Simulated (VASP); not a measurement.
A run of VASP 6.6.1:

Contents of INCAR:

```
PREC     = Accurate       # precision mode
ENCUT    = 520            # plane-wave cutoff, eV
EDIFF    = 1E-6           # SCF threshold, eV
ISMEAR   = -1             # smearing method
SIGMA    = 0.05           # smearing width, eV
LREAL    = False          # projectors in reciprocal space
LASPH    = True           # aspherical terms in the spheres
NELM     = 80             # most SCF steps
ALGO     = Normal         # electronic algorithm
ISIF     = 2              # what is computed and relaxed
LWAVE    = False          # write WAVECAR
LCHARG   = False          # write CHGCAR
GGA      = PS             # functional
NBANDS   = 21             # bands
```

File KPOINTS:

```
regular mesh
0
Gamma
  13 13 13
```

The input POSCAR:

```
Ge
1.0
    0.0000000000      2.5436015228      2.5436015228
    2.5436015228      0.0000000000      2.5436015228
    2.5436015228      2.5436015228      0.0000000000
Ge
2
Direct
   -0.1250000000     -0.1250000000     -0.1250000000
    0.1250000000      0.1250000000      0.1250000000
```

Potentials or basis: VASP PAW PBE potentials, release 64 (Ge_d).

Command:

```sh
$ cat potpaw_PBE.64/Ge_d/POTCAR > POTCAR
$ mpirun -np 1 vasp_std > vasp.out
```

Hardware: 1 thread of AMD EPYC 7R43 64-Core Processor (Zen 3), with other jobs on the host.

**Question.** How long does it take, and how much memory?

**Answer.** It took 42 s on 1 thread of AMD EPYC 7R43 64-Core Processor (Zen 3), on a shared host, peak memory 0.15 GiB. Counts: scf iterations 10, k points 84.
